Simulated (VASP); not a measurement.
# Y (Im-3m) in VASP: notebook

The runs below take Y through relaxation of cell and atoms, with PBE.

Everything below comes from runs of VASP 6.6.1. Logs are shortened: lines on timing, memory, paths and dates and some standing lists are left out, and cuts for length are marked.

## 1. The cell of the first run

It takes space group Im-3m (No. 229, cubic). The conventional cell has a = 4.039 Å, b = 4.039 Å, c = 4.039 Å, α = 90.00°, β = 90.00°, γ = 90.00°. Y (site symmetry m-3m) has 14 Y at 3.50 to 4.04 Å within 4.6 Å.

This isn't the form of Y at room conditions, which is hcp.

## 2. Relaxation of cell and atoms, PBE, non-collinear spin, zero start, spin-orbit coupling

Contents of INCAR:

```
ALGO = Normal
EDIFF = 1E-7
EDIFFG = -0.005
ENCUT = 500
GGA = PE
GGA_COMPAT = False
IBRION = 2
ISIF = 3
ISMEAR = -1
LASPH = True
LCHARG = False
LMAXMIX = 4
LORBIT = 11
LORBMOM = True
LREAL = False
LSORBIT = True
LWAVE = False
MAGMOM = 0 0 0
NELM = 200
NELMIN = 4
NSW = 60
PREC = Accurate
SIGMA = 0.05
```

Contents of KPOINTS:

```
k-points
0
Gamma
  14 14 14
```

Contents of POSCAR:

```
Y
1.0
   -2.0193946492      2.0193946492      2.0193946492
    2.0193946492     -2.0193946492      2.0193946492
    2.0193946492      2.0193946492     -2.0193946492
Y
1
Direct
    0.0000000000      0.0000000000      0.0000000000
```

Potentials or basis: VASP PAW PBE potentials, release 64 (Y_sv).

Launch:

```bash
$ cat potpaw_PBE.64/Y_sv/POTCAR > POTCAR
$ mpirun -np 1 vasp_ncl > vasp.out
```

OUTCAR:

```text
EDIFF = 1E-7
   EDIFFG = -0.005
   ENCUT = 500
   GGA = PE
   IBRION = 2
   ISIF = 3
   ISMEAR = -1
   LASPH = True
   LORBIT = 11
   LREAL = False
   LSORBIT = True
   NELM = 200
   NELMIN = 4
   NSW = 60
   PREC = Accurate

 ion  position               nearest neighbor table
   1  0.000  0.000  0.000-

  LATTYP: Found a body centered cubic cell.
 ALAT       =     4.0387892984

  Lattice vectors:

 A1 = (  -2.0193946492,   2.0193946492,   2.0193946492)
 A2 = (   2.0193946492,  -2.0193946492,   2.0193946492)
 A3 = (   2.0193946492,   2.0193946492,  -2.0193946492)

Analysis of symmetry for initial positions (statically):
=====================================================================
 Subroutine PRICEL returns:
 Original cell was already a primitive cell.

 Routine SETGRP: Setting up the symmetry group for a
 body centered cubic supercell.

 Subroutine GETGRP returns: Found 48 space group operations
 (whereof 48 operations were pure point group operations)
 out of a pool of 48 trial point group operations.

The static configuration has the point symmetry O_h .

Analysis of symmetry for dynamics (positions and initial velocities):
=====================================================================
 Subroutine PRICEL returns:
 Original cell was already a primitive cell.

 Routine SETGRP: Setting up the symmetry group for a
 body centered cubic supercell.

 Subroutine GETGRP returns: Found 48 space group operations
 (whereof 48 operations were pure point group operations)
 out of a pool of 48 trial point group operations.

The dynamic configuration has the point symmetry O_h .

Analysis of structural, dynamic, and magnetic symmetry:
=====================================================================
 Subroutine PRICEL returns:
 Original cell was already a primitive cell.

 Routine SETGRP: Setting up the symmetry group for a
 body centered cubic supercell.

 Subroutine GETGRP returns: Found 48 space group operations
 (whereof 48 operations were pure point group operations)
 out of a pool of 48 trial point group operations.

The overall configuration has the point symmetry O_h .

 Subroutine INISYM returns: Found 48 space group operations
 (whereof 48 operations are pure point group operations),
 and found     1 'primitive' translations

[... 204 lines left out ...]
      1     -39.7316      1.00000
      2     -39.7316      1.00000
      3     -20.3980      1.00000
      4     -20.3980      1.00000
      5     -18.9540      1.00000
      6     -18.9540      1.00000
[... 481 lines left out ...]
      5     -19.3523      1.00000
      6     -19.3523      1.00000
[... 10 lines left out ...]
     17       7.1453      0.00000
     18       7.1453      0.00000

 [... further k-points ...]
[... 5 lines left out ...]
  --------------------------------------------------------------------------------------
  -------------------------------------------------------------------------------------
  Total        0.0038011      0.0038011      0.0038011     -0.0000000      0.0000000      0.0000000
  in kB        0.1853044      0.1853044      0.1853044     -0.0000000      0.0000000      0.0000000
  external PRESSURE =       0.1853044 kB  Pullay stress =       0.0000000 kB

 VOLUME and BASIS-vectors are now :
 -----------------------------------------------------------------------------
  energy-cutoff  :      500.00
  volume of cell :       32.87
      direct lattice vectors                 reciprocal lattice vectors
    -2.017861591  2.017861591  2.017861591     0.000000000  0.247787064  0.247787064
     2.017861591 -2.017861591  2.017861591     0.247787064  0.000000000  0.247787064
     2.017861591  2.017861591 -2.017861591     0.247787064  0.247787064  0.000000000

 POSITION                                       TOTAL-FORCE (eV/Angst)
 -----------------------------------------------------------------------------------
      4.03572      0.00000      0.00000         0.000000     -0.000000     -0.000000
 -----------------------------------------------------------------------------------
    total drift:                                0.000000     -0.000000     -0.000000

  FREE ENERGIE OF THE ION-ELECTRON SYSTEM (eV)
  ---------------------------------------------------
  free  energy   TOTEN  =        -6.3689745258 eV

  energy  without entropy=       -6.3480600494  energy(sigma->0) =       -6.35851729

 reached required accuracy - stopping structural energy minimisation

 orbital moment (x)

 # of ion     p       d       f       tot
 ------------------------------------------------
  1         0.000   0.000  -0.000   0.000
 ------------------------------------------------
            0.000   0.000  -0.000   0.000

 orbital moment (y)

 # of ion     p       d       f       tot
 ------------------------------------------------
  1         0.000  -0.000   0.000  -0.000
 ------------------------------------------------
            0.000  -0.000   0.000  -0.000

 orbital moment (z)

 # of ion     p       d       f       tot
 ------------------------------------------------
  1         0.000   0.000   0.000   0.000
 ------------------------------------------------
            0.000   0.000   0.000   0.000

 Spin-Orbit-Coupling matrix elements

 Ion:    1  E_soc:     -0.0989265
 l=   1
     0.0000000    -0.0163595    -0.0163595
    -0.0163595     0.0000000    -0.0163595
    -0.0163595    -0.0163595     0.0000000
 l=   2
     0.0000000     0.0000252     0.0000000     0.0000252    -0.0001535
     0.0000252     0.0000000    -0.0001151     0.0000252    -0.0000384
     0.0000000    -0.0001151     0.0000000    -0.0001151     0.0000000
     0.0000252     0.0000252    -0.0001151     0.0000000    -0.0000384
    -0.0001535    -0.0000384     0.0000000    -0.0000384     0.0000000
 l=   3
     0.0000000     0.0000000     0.0000000     0.0000000     0.0000000     0.0000000     0.0000000
     0.0000000     0.0000000     0.0000000     0.0000000     0.0000000     0.0000000     0.0000000
     0.0000000     0.0000000     0.0000000     0.0000000     0.0000000    -0.0000000     0.0000000
     0.0000000     0.0000000     0.0000000     0.0000000     0.0000000     0.0000000     0.0000000
     0.0000000     0.0000000     0.0000000     0.0000000     0.0000000    -0.0000000     0.0000000
     0.0000000     0.0000000    -0.0000000     0.0000000    -0.0000000     0.0000000     0.0000000
     0.0000000     0.0000000     0.0000000     0.0000000     0.0000000     0.0000000     0.0000000

 total charge

# of ion       s       p       d       f       tot
--------------------------------------------------
    1        2.274   6.237   0.910   0.007   9.428

 magnetization (x)

# of ion       s       p       d       f       tot
--------------------------------------------------
    1       -0.000  -0.000   0.000  -0.000  -0.000

 magnetization (y)

# of ion       s       p       d       f       tot
--------------------------------------------------
    1        0.000   0.000   0.000  -0.000   0.000

 magnetization (z)

# of ion       s       p       d       f       tot
--------------------------------------------------
    1       -0.000  -0.000   0.000   0.000  -0.000
```

OSZICAR:

```text
N       E                     dE             d eps       ncg     rms          rms(c)
DAV:   1     0.393988623677E+02    0.39399E+02   -0.56396E+03  3744   0.114E+03
DAV:   2    -0.380497562695E+01   -0.43204E+02   -0.42472E+02  4768   0.244E+02
DAV:   3    -0.650898743479E+01   -0.27040E+01   -0.26802E+01  6310   0.372E+01
[... 17 lines left out ...]
DAV:   4    -0.636895379671E+01   -0.99229E-05   -0.66087E-05  4788   0.596E-02    0.211E-02
DAV:   5    -0.636896705537E+01   -0.13259E-04   -0.59821E-06  5518   0.170E-02    0.111E-02
DAV:   6    -0.636897231100E+01   -0.52556E-05   -0.44705E-06  5924   0.106E-02    0.555E-03
DAV:   7    -0.636897465503E+01   -0.23440E-05   -0.17150E-06  4980   0.110E-02    0.243E-03
DAV:   8    -0.636897449646E+01    0.15858E-06   -0.42558E-07  5252   0.457E-03    0.646E-04
DAV:   9    -0.636897452584E+01   -0.29389E-07   -0.27700E-08  2266   0.979E-04
   2 F= -.63689745E+01 E0= -.63585173E+01  d E =-.140877E-04  mag=     0.0000    -0.0000     0.0000
```

CONTCAR:

```text
Y
   1.00000000000000
    -2.0178615914621569    2.0178615914621569    2.0178615914621569
     2.0178615914621569   -2.0178615914621569    2.0178615914621569
     2.0178615914621569    2.0178615914621569   -2.0178615914621569
  Y
     1
Direct
     0.0000000000000000    1.0000000000000000    1.0000000000000000

  0.00000000E+00  0.00000000E+00  0.00000000E+00
```

It took 3.8 min on 1 thread of Intel Xeon Platinum 8488C (Sapphire Rapids), shared host; peak memory 0.32 GiB.

Results:

* Free energy: -6.3690 eV
* Relaxed volume: 32.87 Å³/atom
* Relaxed cell: a = 3.495 Å, b = 3.495 Å, c = 3.495 Å, α = 109.47°, β = 109.47°, γ = 109.47°
* Space group after relaxing (to 0.1 Å): Im-3m (No. 229)
* Energy gained by relaxing: 0.0 meV/atom
* Ionic steps: 2
* Pressure after relaxing: 0.0 GPa
* Net moment: 0.00 μB per cell
* Valence electrons inside the program's atomic spheres: Y 9.43

Final structure:
```
Y
1.0
    -2.01786    2.01786    2.01786
     2.01786   -2.01786    2.01786
     2.01786    2.01786   -2.01786
Y
1
Direct
  0.00000 0.00000 0.00000
```

Moments on the atoms (μB; x, y, z):
```
Y   0.00 0.00 0.00
```

## 3. Relaxation of cell and atoms, PBE, non-collinear spin, zero start, spin-orbit coupling

Contents of INCAR:

```
SYSTEM = Y
PREC = Accurate
ENCUT = 500
EDIFF = 1E-7
ISMEAR = -1
SIGMA = 0.05
LREAL = .False.
LASPH = .True.
NELM = 200
ALGO = Normal
ISIF = 3
LWAVE = .False.
LCHARG = .False.
LNONCOLLINEAR = .True.
MAGMOM = 0 0 0
LORBIT = 11
LSORBIT = .True.
GGA_COMPAT = .False.
LORBMOM = .True.
LMAXMIX = 4
GGA = PE
IBRION = 2
NSW = 45
EDIFFG = -0.005
NELMIN = 4
```

Contents of KPOINTS:

```
Automatic mesh
0
Gamma
  14 14 14
  0 0 0
```

POSCAR is that of step 2.

Potentials or basis: VASP PAW PBE potentials, release 64 (Y_sv).

Launch:

```bash
$ cat potpaw_PBE.64/Y_sv/POTCAR > POTCAR
$ mpirun -np 1 vasp_ncl > vasp.out
```

Wall time 6.3 min (1 thread of Oxide Virtual Turin-like, shared host); peak memory 0.29 GiB.

It converged, with:

| Item | Value |
| --- | --- |
| Free energy | -6.3690 eV |
| Relaxed volume | 32.87 Å³/atom |
| Relaxed cell | a = 3.495 Å, b = 3.495 Å, c = 3.495 Å, α = 109.47°, β = 109.47°, γ = 109.47° |
| Space group after relaxing (to 0.1 Å) | Im-3m (No. 229) |
| Energy gained by relaxing | 0.0 meV/atom |
| Ionic steps | 2 |
| Pressure after relaxing | 0.0 GPa |
| Net moment | 0.00 μB per cell |
| Valence electrons inside the program's atomic spheres | Y 9.43 |

Final structure:
```cif
data_structure
_symmetry_space_group_name_H-M 'P 1'
_symmetry_Int_Tables_number 1
_cell_length_a 3.4950
_cell_length_b 3.4950
_cell_length_c 3.4950
_cell_angle_alpha 109.471
_cell_angle_beta 109.471
_cell_angle_gamma 109.471
_cell_volume 32.87
loop_
_atom_site_label
_atom_site_type_symbol
_atom_site_fract_x
_atom_site_fract_y
_atom_site_fract_z
_atom_site_occupancy
Y1 Y 0.00000 0.00000 0.00000 1
```

Moments on the atoms (μB; x, y, z):
```
Y   0.00 0.00 0.00
```
